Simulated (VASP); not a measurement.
# Cu (I4/mmm) in VASP: further runs, part 2 of 2

VASP 6.6.1. Earlier steps stand in the parts before.

**4. Single point, PBEsol-based global hybrid with 25 % exact exchange**

Contents of POSCAR:

```
Cu
1.0
   -1.4904950586      1.4904950586      1.2963603221
    1.4904950586     -1.4904950586      1.2963603221
    1.4904950586      1.4904950586     -1.2963603221
Cu
1
Direct
    0.0000000000      0.0000000000      0.0000000000
```

Contents of INCAR.step1:

```
PREC     = Accurate       # precision mode
ENCUT    = 520            # plane-wave cutoff, eV
EDIFF    = 1E-5           # SCF threshold, eV
ISMEAR   = -1             # smearing method
SIGMA    = 0.05           # smearing width, eV
LREAL    = False          # projectors in reciprocal space
LASPH    = True           # aspherical terms in the spheres
NELM     = 100            # most SCF steps
ALGO     = Normal         # electronic algorithm
ISIF     = 2              # what is computed and relaxed
LWAVE    = True           # write WAVECAR
LCHARG   = False          # write CHGCAR
NBANDS   = 12             # bands
GGA      = PE             # functional
```

Contents of INCAR.step2:

```
PREC     = Accurate       # precision mode
ENCUT    = 520            # plane-wave cutoff, eV
EDIFF    = 1E-6           # SCF threshold, eV
ISMEAR   = -1             # smearing method
SIGMA    = 0.05           # smearing width, eV
LREAL    = False          # projectors in reciprocal space
LASPH    = True           # aspherical terms in the spheres
NELM     = 100            # most SCF steps
ALGO     = Normal         # electronic algorithm
ISIF     = 2              # what is computed and relaxed
LWAVE    = False          # write WAVECAR
LCHARG   = False          # write CHGCAR
GGA      = PS             # functional
LHFCALC  = True           # exact exchange
AEXX     = 0.25           # exact-exchange fraction
PRECFOCK = Normal       
NBANDS   = 12             # bands
ISTART   = 1
```

Contents of KPOINTS:

```
regular mesh
0
Gamma
  7 7 7
```

Potentials or basis: VASP PAW PBE potentials, release 64 (Cu).

Started as:

```
cat potpaw_PBE.64/Cu/POTCAR > POTCAR
cp INCAR.step1 INCAR
mpirun -np 1 vasp_std > vasp.out
cp INCAR.step2 INCAR
mpirun -np 1 vasp_std > vasp.out
```

OUTCAR:

```text
PREC = Accurate
   ENCUT = 520
   EDIFF = 1E-6
   ISMEAR = -1
   LREAL = False
   LASPH = True
   NELM = 100
   ISIF = 2
   GGA = PS
   LHFCALC = True
   AEXX = 0.25
   PRECFOCK = Normal
   ISTART = 1

 ion  position               nearest neighbor table
   1  0.000  0.000  0.000-

  LATTYP: Found a body centered tetragonal cell.
 ALAT       =     2.9809901172
 C/A-ratio  =     0.8697515061

  Lattice vectors:

 A1 = (  -1.4904950586,   1.4904950586,   1.2963603221)
 A2 = (   1.4904950586,  -1.4904950586,   1.2963603221)
 A3 = (   1.4904950586,   1.4904950586,  -1.2963603221)

Analysis of symmetry for initial positions (statically):
=====================================================================
 Subroutine PRICEL returns:
 Original cell was already a primitive cell.

 Routine SETGRP: Setting up the symmetry group for a
 body centered tetragonal supercell.

 Subroutine GETGRP returns: Found 16 space group operations
 (whereof 16 operations were pure point group operations)
 out of a pool of 16 trial point group operations.

The static configuration has the point symmetry D_4h.

Analysis of symmetry for dynamics (positions and initial velocities):
=====================================================================
 Subroutine PRICEL returns:
 Original cell was already a primitive cell.

 Routine SETGRP: Setting up the symmetry group for a
 body centered tetragonal supercell.

 Subroutine GETGRP returns: Found 16 space group operations
[... 126 lines left out ...]
   GGA     = PS    functional components
   LHFCALC =     T    Hartree Fock is set to
   PRECFOCK=normal    Normal, Fast or Accurate (Low or Medium for compatibility)
   ENCUT4O =  -1.0   cutoff for four orbital integrals eV
   NKREDX  =     1    reduce k-point grid by
   NKREDY  =     1    reduce k-point grid by
   NKREDZ  =     1    reduce k-point grid by
   AEXX    =    0.2500 exact exchange contribution
   HFSCREEN=    0.0000 screening length (either q_TF or 0.3 A-1)
   HFSCREENC=   0.0000 screening length for correlation (either q_TF or 0.3 A-1)
   ENCUTFOCK=  -1.0 apply spherical cutoff to Coloumb kernel
   IVDW    =     0    specifies the selected vdW correction
   LEPSILON=     F    determine dielectric tensor
   LRPA    =     F    only Hartree local field effects (RPA)
 non-spin polarized calculation
  energy-cutoff  :      520.00
  volume of cell :       11.52
 maximum number of plane-waves:       322
  NGX = 14; NGY = 14; NGZ = 14

 number of electron      11.0000014 magnetization

 Free energy of the ion-electron system (eV)
  ---------------------------------------------------
  ext. energy  EPLUGINS =         0.00000000
  ---------------------------------------------------
  free energy    TOTEN  =        -4.27304322 eV

  energy without entropy =       -4.27046091  energy(sigma->0) =       -4.27175206

 E-fermi :   6.6883     XC(G=0): -10.1644

 val. band max:        6.6225334023   @ k =  -0.2857   0.4286   0.1429
 cond. band min:       7.7439074839   @ k =  -0.1429   0.4286   0.1429
 fundamental gap:      1.1213740816
 Fermi energy:         6.6883031207

 k-point     1 :       0.0000    0.0000    0.0000
  band No.  band energies     occupation
      1      -3.5210      2.00000
      2       2.1001      2.00000
      3       2.7123      2.00000
      4       2.7123      2.00000
      5       3.1040      2.00000
      6       3.7484      2.00000
      7      32.5541      0.00000
      8      32.5541      0.00000
      9      36.8896      0.00000
     10      37.0230      0.00000
     11      37.2930      0.00000
     12      38.9376      0.00000
[... 331 lines left out ...]
 k-point    24 :      -0.4286    0.4286    0.1429
  band No.  band energies     occupation
      1       0.7840      2.00000
      2       2.3453      2.00000
      3       2.5528      2.00000
      4       2.9765      2.00000
      5       4.3113      2.00000
      6       6.4767      1.97134
      7      13.8012      0.00000
      8      27.4478      0.00000
      9      28.8376      0.00000
     10      32.6618      0.00000
     11      37.5452      0.00000
     12      37.9637      0.00000

 [... further k-points ...]

------------------------ aborting loop because EDIFF is reached ----------------------------------------

  FORCE on cell =-STRESS in cart. coord.  units (eV):
  Direction    XX          YY          ZZ          XY          YZ          ZX
  --------------------------------------------------------------------------------------
  -------------------------------------------------------------------------------------
  Total       -0.0045033     -0.0045033      0.0015485      0.0000000     -0.0000000      0.0000000
  in kB       -0.6263165     -0.6263165      0.2153612      0.0000000     -0.0000000      0.0000000
  external PRESSURE =      -0.3457573 kB  Pullay stress =       0.0000000 kB

 VOLUME and BASIS-vectors are now :
 -----------------------------------------------------------------------------
  energy-cutoff  :      520.00
  volume of cell :       11.52
      direct lattice vectors                 reciprocal lattice vectors
    -1.490495059  1.490495059  1.296360322     0.000000000  0.335459012  0.385695236
     1.490495059 -1.490495059  1.296360322     0.335459012  0.000000000  0.385695236
     1.490495059  1.490495059 -1.296360322     0.335459012  0.335459012  0.000000000

 POSITION                                       TOTAL-FORCE (eV/Angst)
 -----------------------------------------------------------------------------------
      0.00000      0.00000      0.00000         0.000000      0.000000      0.000000
 -----------------------------------------------------------------------------------
    total drift:                               -0.000000      0.000000     -0.000000

  FREE ENERGIE OF THE ION-ELECTRON SYSTEM (eV)
  ---------------------------------------------------
  free  energy   TOTEN  =        -4.2730432154 eV

  energy  without entropy=       -4.2704609131  energy(sigma->0) =       -4.27175206
```

OUTCAR.step1:

```text
PREC = Accurate
   ENCUT = 520
   EDIFF = 1E-5
   ISMEAR = -1
   LREAL = False
[... 576 lines left out ...]

 POSITION                                       TOTAL-FORCE (eV/Angst)
 -----------------------------------------------------------------------------------
      0.00000      0.00000      0.00000         0.000000      0.000000     -0.000000
 -----------------------------------------------------------------------------------
    total drift:                                0.000000     -0.000000      0.000000

  FREE ENERGIE OF THE ION-ELECTRON SYSTEM (eV)
  ---------------------------------------------------
  free  energy   TOTEN  =        -3.7116186148 eV

  energy  without entropy=       -3.7088607204  energy(sigma->0) =       -3.71023967
```

Wall time 35 min (1 thread of Oxide Virtual Turin-like, shared host); peak memory 0.1 GiB.

Results:

- Free energy: -4.2730 eV
- Pressure: 0.0 GPa
- Band gap on the k mesh: zero (an odd number of electrons rules out a gap without spin polarisation)

Stress tensor (GPa, compression positive):
```
-0.06  0.00  0.00
 0.00 -0.06  0.00
 0.00  0.00  0.02
```

Caveat: the k points lie up to 0.46 Å⁻¹ apart, too coarse for converged energies and pressures of a metal; the PAW data sets were made with another functional, which shifts forces and pressure a little.

**5. The runs side by side**

| level | cell | screening parameter | gap on the mesh (eV) | pressure (GPa) |
| --- | --- | --- | --- | --- |
| PBEsol-based screened hybrid with 25 % exact exchange | a = 2.476 Å, angles 106.0, 106.0, 116.7°, 1 atom | 0.207 1/Å | none | 0.1 |
| PBE0 | a = 2.511 Å, angles 106.0, 106.0, 116.6°, 1 atom | - | none | -0.2 |
| PBEsol-based global hybrid with 25 % exact exchange | a = 2.475 Å, angles 105.9, 105.9, 116.8°, 1 atom | - | none | 0.0 |

Alike in all rows: task single point; potentials or basis VASP PAW PBE potentials, release 64 (Cu); no spin polarisation; k mesh 7 × 7 × 7; cutoff (eV) 520; smearing fermi-dirac 0.05 eV.

Caveats: all runs use coarse meshes; the PAW data sets were made with another functional, which shifts forces and pressure a little.

Total energies depend on the potentials used, so only differences within one code and one set of settings carry meaning.

The gap in the log of VASP goes by the Fermi energy; the results here count the filled bands.